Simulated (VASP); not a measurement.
# Ge (P4_32_12) in VASP: single point with LDA

Aim: the single point of Ge with LDA.

All numbers are computed with VASP 6.6.1; they aren't measurements. Logs are shortened: lines on timing, memory, paths and dates and some standing lists are left out, and cuts for length are marked.

### 1 The cell of the first run

Symmetry: P4_32_12, No. 96, tetragonal system. The conventional cell has a = 5.937 Å, b = 5.937 Å, c = 7.081 Å, α = 90.00°, β = 90.00°, γ = 90.00°. Within 3.3 Å of Ge (site symmetry 2) lie 4 Ge at 2.48 Å. Ge (site symmetry 1) has 4 Ge at 2.48 to 2.51 Å within 3.3 Å.

### 2 Single point, LDA

Input file INCAR:

```
SYSTEM = Ge
  ALGO = Normal
  EDIFF = 1E-6
  ENCUT = 500
  GGA_COMPAT = .False.
  ISIF = 2
  ISMEAR = 0
  LASPH = .True.
  LCHARG = .False.
  LREAL = .False.
  LWAVE = .False.
  NBANDS = 96
  NELM = 120
  PREC = Accurate
  SIGMA = 0.1
```

Input file KPOINTS:

```
k-points
0
Gamma
  4 4 4
  0 0 0
```

Input file POSCAR:

```
Ge
1.0
    5.9372086600      0.0000000000      0.0000000000
    0.0000000000      5.9372086600      0.0000000000
    0.0000000000      0.0000000000      7.0806530000
Ge
12
Direct
    0.0856035700      0.0856035700      0.0000000000
    0.4143964300      0.5856035700      0.7500000000
    0.5856035700      0.4143964300      0.2500000000
    0.9143964300      0.9143964300      0.5000000000
    0.1694391000      0.3720959400      0.2454362400
    0.1279040600      0.6694391000      0.9954362400
    0.8720959400      0.3305609000      0.4954362400
    0.6694391000      0.1279040600      0.0045637600
    0.3305609000      0.8720959400      0.5045637600
    0.8305609000      0.6279040600      0.7454362400
    0.3720959400      0.1694391000      0.7545637600
    0.6279040600      0.8305609000      0.2545637600
```

Potentials or basis: VASP PAW LDA potentials, release 64 (Ge_d).

Started as:

```
> cat potpaw_LDA.64/Ge_d/POTCAR > POTCAR
> mpirun -np 1 vasp_std > vasp.out
```

OUTCAR:

```text
SYSTEM = Ge
   EDIFF = 1E-6
   ENCUT = 500
   ISIF = 2
   ISMEAR = 0
   LASPH = .True.
   LREAL = .False.
   NELM = 120
   PREC = Accurate

 ion  position               nearest neighbor table
   1  0.086  0.086  0.000-   5 2.48  11 2.48   8 2.48   6 2.48
   2  0.414  0.586  0.750-   6 2.48   9 2.48  10 2.48  11 2.48
   3  0.586  0.414  0.250-   7 2.48   8 2.48   5 2.48  12 2.48
   4  0.914  0.914  0.500-  10 2.48  12 2.48   7 2.48   9 2.48
   5  0.169  0.372  0.245-   1 2.48   3 2.48   6 2.51   7 2.51
   6  0.128  0.669  0.995-   2 2.48   1 2.48   5 2.51  10 2.51
   7  0.872  0.331  0.495-   3 2.48   4 2.48   5 2.51  10 2.51
   8  0.669  0.128  0.005-   3 2.48   1 2.48  11 2.51  12 2.51
   9  0.331  0.872  0.505-   2 2.48   4 2.48  11 2.51  12 2.51
  10  0.831  0.628  0.745-   4 2.48   2 2.48   6 2.51   7 2.51
  11  0.372  0.169  0.755-   1 2.48   2 2.48   8 2.51   9 2.51
  12  0.628  0.831  0.255-   4 2.48   3 2.48   8 2.51   9 2.51

  LATTYP: Found a simple tetragonal cell.
 ALAT       =     5.9372086600
 C/A-ratio  =     1.1925895493

  Lattice vectors:

 A1 = (   5.9372086600,   0.0000000000,   0.0000000000)
 A2 = (   0.0000000000,   5.9372086600,   0.0000000000)
 A3 = (   0.0000000000,   0.0000000000,   7.0806530000)

Analysis of symmetry for initial positions (statically):
=====================================================================
 Subroutine PRICEL returns:
 Original cell was already a primitive cell.

 Routine SETGRP: Setting up the symmetry group for a
 simple tetragonal supercell.

 Subroutine GETGRP returns: Found  8 space group operations
 (whereof  2 operations were pure point group operations)
 out of a pool of 16 trial point group operations.

The static configuration has the point symmetry C_2 .
 The point group associated with its full space group is D_4 .

Analysis of symmetry for dynamics (positions and initial velocities):
=====================================================================
 Subroutine PRICEL returns:
 Original cell was already a primitive cell.

 Routine SETGRP: Setting up the symmetry group for a
 simple tetragonal supercell.

 Subroutine GETGRP returns: Found  8 space group operations
 (whereof  2 operations were pure point group operations)
 out of a pool of 16 trial point group operations.

The dynamic configuration has the point symmetry C_2 .
 The point group associated with its full space group is D_4 .

 Subroutine INISYM returns: Found  8 space group operations
 (whereof  2 operations are pure point group operations),
 and found     1 'primitive' translations

----------------------------------------------------------------------------------------

                                     Primitive cell

  volume of cell :     249.5962

  direct lattice vectors                    reciprocal lattice vectors
     5.937208660  0.000000000  0.000000000     0.168429317  0.000000000  0.000000000
     0.000000000  5.937208660  0.000000000     0.000000000  0.168429317  0.000000000
     0.000000000  0.000000000  7.080653000     0.000000000  0.000000000  0.141229912

  length of vectors
     5.937208660  5.937208660  7.080653000     0.168429317  0.168429317  0.141229912

  position of ions in fractional coordinates (direct lattice)
     0.085603570  0.085603570  0.000000000
     0.414396430  0.585603570  0.750000000
     0.585603570  0.414396430  0.250000000
     0.914396430  0.914396430  0.500000000
     0.169439100  0.372095940  0.245436240
     0.127904060  0.669439100  0.995436240
     0.872095940  0.330560900  0.495436240
     0.669439100  0.127904060  0.004563760
     0.330560900  0.872095940  0.504563760
     0.830560900  0.627904060  0.745436240
     0.372095940  0.169439100  0.754563760
     0.627904060  0.830560900  0.254563760

  ion indices of the primitive-cell ions
   primitive index   ion index
                 1           1
                 2           2
                 3           3
                 4           4
                 5           5
                 6           6
                 7           7
                 8           8
                 9           9
                10          10
                11          11
                12          12

----------------------------------------------------------------------------------------

 KPOINTS: k-points

Automatic generation of k-mesh.
 Grid dimensions read from file:
 generate k-points for:    4    4    4

 Generating k-lattice:

  Cartesian coordinates                     Fractional coordinates (reciprocal lattice)
     0.042107329  0.000000000  0.000000000     0.250000000  0.000000000  0.000000000
     0.000000000  0.042107329  0.000000000     0.000000000  0.250000000  0.000000000
     0.000000000  0.000000000  0.035307478     0.000000000  0.000000000  0.250000000

  Length of vectors
     0.042107329  0.042107329  0.035307478

  Shift w.r.t. Gamma in fractional coordinates (k-lattice)
     0.000000000  0.000000000  0.000000000

 Subroutine IBZKPT returns following result:
 ===========================================

 Found     18 irreducible k-points:

 Following reciprocal coordinates:
            Coordinates               Weight
  0.000000  0.000000  0.000000      1.000000
  0.250000  0.000000  0.000000      4.000000
  0.500000  0.000000  0.000000      2.000000
  0.250000  0.250000  0.000000      4.000000
  0.500000  0.250000  0.000000      4.000000
  0.500000  0.500000  0.000000      1.000000
[... 10 lines left out ...]
  0.500000  0.250000  0.500000      4.000000
  0.500000  0.500000  0.500000      1.000000
   k-points           NKPTS =     18   k-points in BZ     NKDIM =     18   number of bands    NBANDS=     96
   number of dos      NEDOS =    301   number of ions     NIONS =     12
   total plane-waves  NPLWV = 124416
   dimension x,y,z NGX =    48 NGY =   48 NGZ =   54
   dimension x,y,z NGXF=    96 NGYF=   96 NGZF=  108
   ions per type =              12
   NGX,Y,Z   is equivalent  to a cutoff of  13.44, 13.44, 12.68 a.u.
   NGXF,Y,Z  is equivalent  to a cutoff of  26.88, 26.88, 25.36 a.u.
 SYSTEM =  Ge
   PREC   = accura    normal or accurate (medium, high low for compatibility)
   ISTART =      0    job   : 0-new  1-cont  2-samecut
   ICHARG =      2    charge: 1-file 2-atom 10-const
   ISPIN  =      1    spin polarized calculation?
   LNONCOLLINEAR =      F non collinear calculations
   LSORBIT =      F    spin-orbit coupling
   LASPH  =      T    aspherical Exc in radial PAW
   ENCUT  =  500.0 eV  36.75 Ry    6.06 a.u.  10.82 10.82 12.91*2*pi/ulx,y,z
   NELM   =    120;   NELMIN=  2; NELMDL= -5     # of ELM steps
   EDIFF  = 0.1E-05   stopping-criterion for ELM
   LREAL  =      F    real-space projection
   EDIFFG = 0.1E-04   stopping-criterion for IOM
   NSW    =      0    number of steps for IOM
   IBRION =     -1    ionic relax: 0-MD 1-quasi-New 2-CG
   NFREE  =      0    steps in history (QN), initial steepest desc. (CG)
   ISIF   =      2    stress and relaxation
   ISYM   =      2    0-nonsym 1-usesym 2-fastsym
   POTIM  = 0.5000    time-step for ionic-motion
   TEBEG  =    0.0;   TEEND  =   0.0 temperature during run
   PSTRESS=    0.0 pullay stress
   NELECT =     168.0000    total number of electrons
   NUPDOWN=      -1.0000    fix difference up-down
   EMIN   =  10.00;   EMAX   =-10.00  energy-range for DOS
   EFERMI =   0.00;   METHOD = LEGACY
   ISMEAR =     0;   SIGMA  =   0.10  broadening in eV -4-tet -1-fermi 0-gaus
   EFERMI_NEDOS =   21; number of points for ismear=-14 and -15
   IALGO  =     38    algorithm
   IMIX   =      4    mixing-type and parameters
     AMIX     =   0.40;   BMIX     =  1.00
     AMIX_MAG =   1.60;   BMIX_MAG =  1.00
  volume/ion in A,a.u.               =      20.80       140.36
  Fermi-wavevector in a.u.,A,eV,Ry     =   1.434714  2.711216 28.006283  2.058404
  Thomas-Fermi vector in A             =   2.554092
   LORBIT       =      0    0 simple, 1 ext, 2 COOP (PROOUT), +10 PAW based schemes
   GGA     = CA    functional components
   LHFCALC =     F    Hartree Fock is set to
   AEXX    =    0.0000 exact exchange contribution
   IVDW    =     0    specifies the selected vdW correction
   LEPSILON=     F    determine dielectric tensor
   LRPA    =     F    only Hartree local field effects (RPA)
 non-spin polarized calculation
 Gauss-broadening in eV      SIGMA  =   0.10
  energy-cutoff  :      500.00
  volume of cell :      249.60
 maximum number of plane-waves:      6368
 NGX is ok and might be reduce to    48
   NGX = 21   NGY = 21   NGZ = 25

 number of electron     167.9999986 magnetization

 Free energy of the ion-electron system (eV)
  ---------------------------------------------------
  ext. energy  EPLUGINS =         0.00000000
  ---------------------------------------------------
  free energy    TOTEN  =       -60.93482801 eV

  energy without entropy =      -60.93482801  energy(sigma->0) =      -60.93482801

 E-fermi :   5.2229     XC(G=0): -10.8578

 val. band max:        4.7617901085   @ k =   0.5000   0.0000   0.0000
 cond. band min:       5.6590325693   @ k =   0.5000   0.0000   0.5000
 fundamental gap:      0.8972424608
 Fermi energy:         5.2229458544

 k-point     1 :       0.0000    0.0000    0.0000
  band No.  band energies     occupation
      1     -19.5684      2.00000
      2     -19.5401      2.00000
      3     -19.5401      2.00000
      4     -19.5246      2.00000
      5     -19.5174      2.00000
      6     -19.5174      2.00000
[... 88 lines left out ...]
     95       9.6484      0.00000
     96       9.6484      0.00000

 k-point     2 :       0.2500    0.0000    0.0000
  band No.  band energies     occupation
      1     -19.5623      2.00000
      2     -19.5423      2.00000
      3     -19.5373      2.00000
      4     -19.5333      2.00000
      5     -19.5196      2.00000
      6     -19.5186      2.00000
[... 1573 lines left out ...]
     95       8.9164      0.00000
     96       8.9164      0.00000

 k-point    18 :       0.5000    0.5000    0.5000
  band No.  band energies     occupation
      1     -19.5473      2.00000
      2     -19.5473      2.00000
      3     -19.5473      2.00000
      4     -19.5473      2.00000
      5     -19.5130      2.00000
      6     -19.5130      2.00000
[... 88 lines left out ...]
     95       8.8939      0.00000
     96       8.8939      0.00000

------------------------ aborting loop because EDIFF is reached ----------------------------------------

  FORCE on cell =-STRESS in cart. coord.  units (eV):
  Direction    XX          YY          ZZ          XY          YZ          ZX
  --------------------------------------------------------------------------------------
  -------------------------------------------------------------------------------------
  Total       -3.5579318     -3.5579318     -3.2973434      0.0000000     -0.0000000     -0.0000000
  in kB      -22.8386414    -22.8386414    -21.1659039      0.0000000     -0.0000000     -0.0000000
  external PRESSURE =     -22.2810623 kB  Pullay stress =       0.0000000 kB

 VOLUME and BASIS-vectors are now :
 -----------------------------------------------------------------------------
  energy-cutoff  :      500.00
  volume of cell :      249.60
      direct lattice vectors                 reciprocal lattice vectors
     5.937208660  0.000000000  0.000000000     0.168429317  0.000000000  0.000000000
     0.000000000  5.937208660  0.000000000     0.000000000  0.168429317  0.000000000
     0.000000000  0.000000000  7.080653000     0.000000000  0.000000000  0.141229912

 POSITION                                       TOTAL-FORCE (eV/Angst)
 -----------------------------------------------------------------------------------
      0.50825      0.50825      0.00000         0.014221      0.014221     -0.000000
      2.46036      3.47685      5.31049        -0.014221      0.014221     -0.000000
      3.47685      2.46036      1.77016         0.014221     -0.014221     -0.000000
      5.42896      5.42896      3.54033        -0.014221     -0.014221     -0.000000
      1.00600      2.20921      1.73785        -0.033427     -0.017661      0.028682
      0.75939      3.97460      7.04834         0.017661     -0.033427      0.028682
      5.17782      1.96261      3.50801        -0.017661      0.033427      0.028682
      3.97460      0.75939      0.03231        -0.033427      0.017661     -0.028682
      1.96261      5.17782      3.57264         0.033427     -0.017661     -0.028682
      4.93121      3.72800      5.27818         0.033427      0.017661      0.028682
      2.20921      1.00600      5.34280        -0.017661     -0.033427     -0.028682
      3.72800      4.93121      1.80248         0.017661      0.033427     -0.028682
 -----------------------------------------------------------------------------------
    total drift:                                0.000000     -0.000000     -0.000000

  FREE ENERGIE OF THE ION-ELECTRON SYSTEM (eV)
  ---------------------------------------------------
  free  energy   TOTEN  =       -60.9348280085 eV

  energy  without entropy=      -60.9348280085  energy(sigma->0) =      -60.93482801
```

Wall time 3.1 min (1 thread of Intel Xeon 6975P-C (Granite Rapids), shared host); peak memory 0.42 GiB.

Results:

* Free energy: -60.9348 eV
* Pressure: -2.2 GPa
* Largest force: 0.047 eV/Å
* Band gap on the k mesh: 0.90 eV (least direct gap 1.21 eV)

Forces on the atoms (eV/Å):
```
Ge   0.014  0.014  0.000
Ge  -0.014  0.014  0.000
Ge   0.014 -0.014  0.000
Ge  -0.014 -0.014  0.000
Ge  -0.033 -0.018  0.029
Ge   0.018 -0.033  0.029
Ge  -0.018  0.033  0.029
Ge  -0.033  0.018 -0.029
Ge   0.033 -0.018 -0.029
Ge   0.033  0.018  0.029
Ge  -0.018 -0.033 -0.029
Ge   0.018  0.033 -0.029
```

A k mesh can miss the band edges.
